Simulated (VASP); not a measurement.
Set up this calculation in VASP 6.6.1, as the native input.

| Property | Result |
| --- | --- |
| Task | electric field gradients |
| Functional | LDA |
| Potentials or basis | VASP PAW LDA potentials, release 64 (K_sv, Ta_sv_GW, O) |
| Cutoff | 520 eV |
| k mesh | 5 × 5 × 5 |
| Occupations | fermi-dirac, width 0.01 eV |
| Spin | no spin polarisation |
| Dipole correction | no |
| Further INCAR settings | ALGO = Normal; EDIFF = 1e-08; NBANDS = 28 |

The structure of KTaO3 lies in POSCAR:

```
KTaO3
1.0
    4.0665218197      0.0000000000      0.0000000000
    0.0000000000      4.0665218197      0.0000000000
    0.0000000000      0.0000000000      4.0665218197
K Ta O
1 1 3
Direct
    0.5000000000      0.5000000000      0.5000000000
    0.0000000000      0.0000000000      0.0000000000
    0.5000000000      0.0000000000      0.0000000000
    0.0000000000      0.5000000000      0.0000000000
    0.0000000000      0.0000000000      0.5000000000
```

One way to write it, as run:

INCAR

```
ALGO     = Normal         # electronic algorithm
EDIFF    = 1E-8           # SCF threshold, eV
ENCUT    = 520            # plane-wave cutoff, eV
GGA      = CA             # functional
GGA_COMPAT= F            
ISIF     = 2              # what is computed and relaxed
ISMEAR   = -1             # smearing method
LASPH    = T              # aspherical terms in the spheres
LCHARG   = F              # write CHGCAR
LEFG     = T            
LREAL    = F              # projectors in reciprocal space
LWAVE    = F              # write WAVECAR
NBANDS   = 28             # bands
NELM     = 120            # most SCF steps
PREC     = Accurate       # precision mode
SIGMA    = 0.01           # smearing width, eV
```

KPOINTS

```
k-points
0
Gamma
  5 5 5
```

Potentials or basis: VASP PAW LDA potentials, release 64 (K_sv, Ta_sv_GW, O).

Command:

```sh
$ cat potpaw_LDA.64/K_sv/POTCAR potpaw_LDA.64/Ta_sv_GW/POTCAR potpaw_LDA.64/O/POTCAR > POTCAR
$ mpirun -np 1 vasp_std > vasp.out
```

It gave:

```yaml
Pressure: -14.9 GPa
Band_gap_on_the_k_mesh: 2.03 eV (least direct gap 2.56 eV)
Largest_electric_field_gradient_by_atom: K +0.0; Ta +0.0; O +22.8 V/Å²
```

Caveat: the cell stands under tension; without QUAD_EFG the Cq values of the log hold for a quadrupole moment of 1 mb, not for the nuclei; spin-orbit coupling is left out, which moves the levels of the heavy elements; an odd mesh through Γ misses points on the zone boundary, where band edges can lie.

Run time: 14 s on 1 thread of Intel(R) Xeon(R) 6975P-C (Granite Rapids), with other jobs on the host, peak memory 0.16 GiB.
